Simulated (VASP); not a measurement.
# Na in VASP: notebook

Aim: see how the results for Na move with the level of theory and the settings. Levels: PBEsol, r2SCAN. Tasks: single point.

All numbers are computed with VASP 6.6.1; they aren't measurements. Logs are shortened: lines on timing, memory, paths and dates and some standing lists are left out, and cuts for length are marked.

**1. The cell of the first run**

Symmetry: P6_3/mmc, No. 194, hexagonal system. The conventional cell has a = 3.583 Å, b = 3.583 Å, c = 11.951 Å, α = 90.00°, β = 90.00°, γ = 120.00°. Na (site symmetry -3m) has 12 Na at 3.58 to 3.63 Å within 4.7 Å. Within 4.7 Å of Na (site symmetry -6m2) lie 12 Na at 3.58 to 3.63 Å.

This isn't the form of Na at room conditions, which is bcc.

**2. Single point, PBEsol (strained)**

The input, INCAR:

```
ALGO = Fast ; EDIFF = 1E-6
ENCUT = 520 ; GGA = PS
ISIF = 2 ; ISMEAR = 0
LASPH = T ; LCHARG = F
LREAL = F ; LWAVE = F
NBANDS = 22 ; NELM = 100
PREC = Accurate ; SIGMA = 0.1
```

The input, KPOINTS:

```
k-points
0
Gamma
  15 15 4
```

The input, POSCAR:

```
Na
1.0
    3.5829329609      0.0000000000      0.0000000000
   -1.7914664805      3.1029109642      0.0000000000
    0.0000000000      0.0000000000     11.9513271312
Na
4
Direct
    0.0000000000      0.0000000000      0.0000000000
    0.3333333300      0.6666666700      0.2500000000
    0.0000000000      0.0000000000      0.5000000000
    0.6666666700      0.3333333300      0.7500000000
```

Potentials or basis: VASP PAW PBE potentials, release 64 (Na_pv).

The run is started by

```bash
$ cat potpaw_PBE.64/Na_pv/POTCAR > POTCAR
$ mpirun -np 1 vasp_std > vasp.out
```

OUTCAR:

```text
EDIFF = 1E-6
   ENCUT = 520
   GGA = PS
   ISIF = 2
   ISMEAR = 0
   LASPH = T
   LREAL = F
   NELM = 100
   PREC = Accurate

 ion  position               nearest neighbor table
   1  0.000  0.000  0.000-
   2  0.333  0.667  0.250-
   3  0.000  0.000  0.500-
   4  0.667  0.333  0.750-

  LATTYP: Found a hexagonal cell.
 ALAT       =     3.5829329609
 C/A-ratio  =     3.3356267788

  Lattice vectors:

 A1 = (   3.5829329609,   0.0000000000,   0.0000000000)
 A2 = (  -1.7914664805,   3.1029109642,   0.0000000000)
 A3 = (   0.0000000000,   0.0000000000,  11.9513271312)

Analysis of symmetry for initial positions (statically):
=====================================================================
 Subroutine PRICEL returns:
 Original cell was already a primitive cell.

 Routine SETGRP: Setting up the symmetry group for a
 hexagonal supercell.

 Subroutine GETGRP returns: Found 24 space group operations
 (whereof 12 operations were pure point group operations)
 out of a pool of 24 trial point group operations.

The static configuration has the point symmetry D_3d.
 The point group associated with its full space group is D_6h.

Analysis of symmetry for dynamics (positions and initial velocities):
=====================================================================
 Subroutine PRICEL returns:
 Original cell was already a primitive cell.

 Routine SETGRP: Setting up the symmetry group for a
 hexagonal supercell.

 Subroutine GETGRP returns: Found 24 space group operations
 (whereof 12 operations were pure point group operations)
 out of a pool of 24 trial point group operations.

The dynamic configuration has the point symmetry D_3d.
 The point group associated with its full space group is D_6h.

 Subroutine INISYM returns: Found 24 space group operations
 (whereof 12 operations are pure point group operations),
 and found     1 'primitive' translations

----------------------------------------------------------------------------------------

                                     Primitive cell

  volume of cell :     132.8691
[... 86 lines left out ...]
   ICHARG =      2    charge: 1-file 2-atom 10-const
   ISPIN  =      1    spin polarized calculation?
   LNONCOLLINEAR =      F non collinear calculations
   LSORBIT =      F    spin-orbit coupling
   LASPH  =      T    aspherical Exc in radial PAW
   ENCUT  =  520.0 eV  38.22 Ry    6.18 a.u.   6.66  6.66 22.22*2*pi/ulx,y,z
   NELM   =    100;   NELMIN=  2; NELMDL= -5     # of ELM steps
   EDIFF  = 0.1E-05   stopping-criterion for ELM
   LREAL  =      F    real-space projection
   EDIFFG = 0.1E-04   stopping-criterion for IOM
   NSW    =      0    number of steps for IOM
   IBRION =     -1    ionic relax: 0-MD 1-quasi-New 2-CG
   NFREE  =      0    steps in history (QN), initial steepest desc. (CG)
   ISIF   =      2    stress and relaxation
   ISYM   =      2    0-nonsym 1-usesym 2-fastsym
   POTIM  = 0.5000    time-step for ionic-motion
   TEBEG  =    0.0;   TEEND  =   0.0 temperature during run
   PSTRESS=    0.0 pullay stress
   NELECT =      28.0000    total number of electrons
   NUPDOWN=      -1.0000    fix difference up-down
   EMIN   =  10.00;   EMAX   =-10.00  energy-range for DOS
   EFERMI =   0.00;   METHOD = LEGACY
   ISMEAR =     0;   SIGMA  =   0.10  broadening in eV -4-tet -1-fermi 0-gaus
   EFERMI_NEDOS =   21; number of points for ismear=-14 and -15
   IALGO  =     68    algorithm
   IMIX   =      4    mixing-type and parameters
     AMIX     =   0.40;   BMIX     =  1.00
     AMIX_MAG =   1.60;   BMIX_MAG =  1.00
  volume/ion in A,a.u.               =      33.22       224.16
  Fermi-wavevector in a.u.,A,eV,Ry     =   0.974210  1.840991 12.913100  0.949086
  Thomas-Fermi vector in A             =   2.104652
   LORBIT       =      0    0 simple, 1 ext, 2 COOP (PROOUT), +10 PAW based schemes
   GGA     = PS    functional components
   LHFCALC =     F    Hartree Fock is set to
   AEXX    =    0.0000 exact exchange contribution
   IVDW    =     0    specifies the selected vdW correction
   LEPSILON=     F    determine dielectric tensor
   LRPA    =     F    only Hartree local field effects (RPA)
 non-spin polarized calculation
 RMM-DIIS sequential band-by-band and
 Gauss-broadening in eV      SIGMA  =   0.10
  energy-cutoff  :      520.00
  volume of cell :      132.87
 maximum number of plane-waves:      3644
 NGX is ok and might be reduce to    28
   NGX = 13   NGY = 13   NGZ = 45

 number of electron      27.9999980 magnetization

 Free energy of the ion-electron system (eV)
  ---------------------------------------------------
  ext. energy  EPLUGINS =         0.00000000
  ---------------------------------------------------
  free energy    TOTEN  =        -5.56677501 eV

  energy without entropy =       -5.55641293  energy(sigma->0) =       -5.56159397

 E-fermi :   0.6577     XC(G=0):  -6.7982

 val. band max:        0.6369995598   @ k =   0.2000   0.2000   0.2500
 cond. band min:       0.6652879771   @ k =   0.4000   0.0000   0.0000
 fundamental gap:      0.0282884173
 Fermi energy:         0.6577283313

 k-point     1 :       0.0000    0.0000    0.0000
  band No.  band energies     occupation
      1     -24.1159      2.00000
      2     -24.0912      2.00000
      3     -24.0911      2.00000
      4     -24.0730      2.00000
      5     -24.0730      2.00000
      6     -24.0699      2.00000
[... 589 lines left out ...]
     21       5.0758      0.00000
     22       5.1247      0.00000

 [... further k-points ...]

------------------------ aborting loop because EDIFF is reached ----------------------------------------

  FORCE on cell =-STRESS in cart. coord.  units (eV):
  Direction    XX          YY          ZZ          XY          YZ          ZX
  --------------------------------------------------------------------------------------
  -------------------------------------------------------------------------------------
  Total        0.7377533      0.7377533      0.4957965     -0.0000000      0.0000000      0.0000000
  in kB        8.8960576      8.8960576      5.9784684     -0.0000000      0.0000000      0.0000000
  external PRESSURE =       7.9235278 kB  Pullay stress =       0.0000000 kB

 VOLUME and BASIS-vectors are now :
 -----------------------------------------------------------------------------
  energy-cutoff  :      520.00
  volume of cell :      132.87
      direct lattice vectors                 reciprocal lattice vectors
     3.582932961  0.000000000  0.000000000     0.279100952  0.161139010  0.000000000
    -1.791466481  3.102910964  0.000000000     0.000000000  0.322278019  0.000000000
     0.000000000  0.000000000 11.951327131     0.000000000  0.000000000  0.083672716

 POSITION                                       TOTAL-FORCE (eV/Angst)
 -----------------------------------------------------------------------------------
      0.00000      0.00000      0.00000        -0.000000     -0.000000     -0.000000
     -0.00000      2.06861      2.98783        -0.000000      0.000000      0.000000
      0.00000      0.00000      5.97566        -0.000000     -0.000000     -0.000000
      1.79147      1.03430      8.96350         0.000000      0.000000      0.000000
 -----------------------------------------------------------------------------------
    total drift:                                0.000000      0.000000      0.000000

  FREE ENERGIE OF THE ION-ELECTRON SYSTEM (eV)
  ---------------------------------------------------
  free  energy   TOTEN  =        -5.5667750105 eV

  energy  without entropy=       -5.5564129251  energy(sigma->0) =       -5.56159397
```

Run time: 4.8 min. Hardware: 1 thread of Intel Xeon Platinum 8488C (Sapphire Rapids), shared host; peak memory 0.34 GiB.

Results:

```yaml
Free_energy: -5.5668 eV
Pressure: 0.8 GPa
Band_gap_on_the_k_mesh: zero (bands 14 and 15 overlap by 4.05 eV)
```

Levels at points of the mesh, in eV from the Fermi level:
| k point | band 10 | band 11 | band 12 | band 13 | band 14 | band 15 | band 16 | band 17 | band 18 | band 19 |
| --- | --- | --- | --- | --- | --- | --- | --- | --- | --- | --- |
| (0.00, 0.00, 0.00) | -24.72 | -24.72 | -24.72 | -3.54 | -2.46 | -2.46 | 0.43 | 0.93 | 5.63 | 5.64 |
| (0.00, 0.00, 0.50) | -24.73 | -24.73 | -24.73 | -3.27 | -3.27 | -1.14 | -1.14 | 2.96 | 2.96 | 8.69 |

Caveat: the cell differs from its parent crystal (strained); the PAW data sets were made with another functional, which shifts forces and pressure a little.

**3. Single point, PBEsol (strained)**

The input, INCAR:

```
SYSTEM = Na
ALGO = Fast
EDIFF = 1E-6
ENCUT = 520
GGA = PS
ISIF = 2
ISMEAR = 0
LASPH = .True.
LCHARG = .True.
LELF = .True.
LREAL = .False.
LVHAR = .True.
LWAVE = .False.
NBANDS = 22
NELM = 60
PREC = Accurate
SIGMA = 0.1
```

The input, KPOINTS:

```
k-points
0
Gamma
  15 15 4
  0 0 0
```

The input, POSCAR:

```
Na
1.0
    3.7056376652      0.0000000000      0.0000000000
   -1.8528188326      3.2091763553      0.0000000000
    0.0000000000      0.0000000000     11.4267655980
Na
4
Direct
    0.0000000000      0.0000000000      0.0000000000
    0.3333333300      0.6666666700      0.2500000000
    0.0000000000      0.0000000000      0.5000000000
    0.6666666700      0.3333333300      0.7500000000
```

Potentials or basis: VASP PAW PBE potentials, release 64 (Na_pv).

The run is started by

```bash
$ cat potpaw_PBE.64/Na_pv/POTCAR > POTCAR
$ mpirun -np 1 vasp_std > vasp.out
```

It took 4.8 min on 1 thread of Intel Xeon Platinum 8488C (Sapphire Rapids), shared host; peak memory 0.34 GiB.

The run converged. Its results:

```yaml
Free_energy: -5.5741 eV
Pressure: 0.6 GPa
Band_gap_on_the_k_mesh: zero (bands 14 and 15 overlap by 3.69 eV)
```

Stress tensor (GPa, compression positive):
```
0.42 0.00 0.00
0.00 0.42 0.00
0.00 0.00 0.95
```

Levels at points of the mesh, in eV from the Fermi level:
| k point | band 10 | band 11 | band 12 | band 13 | band 14 | band 15 | band 16 | band 17 | band 18 | band 19 |
| --- | --- | --- | --- | --- | --- | --- | --- | --- | --- | --- |
| (0.00, 0.00, 0.00) | -24.73 | -24.73 | -24.73 | -3.48 | -2.30 | -2.30 | 0.84 | 1.41 | 6.48 | 6.49 |
| (0.00, 0.00, 0.50) | -24.73 | -24.73 | -24.73 | -3.18 | -3.18 | -0.86 | -0.86 | 3.59 | 3.59 | 9.69 |

Caveat: the cell differs from its parent crystal (strained); the PAW data sets were made with another functional, which shifts forces and pressure a little.

(Continued in part 2 of 2.)
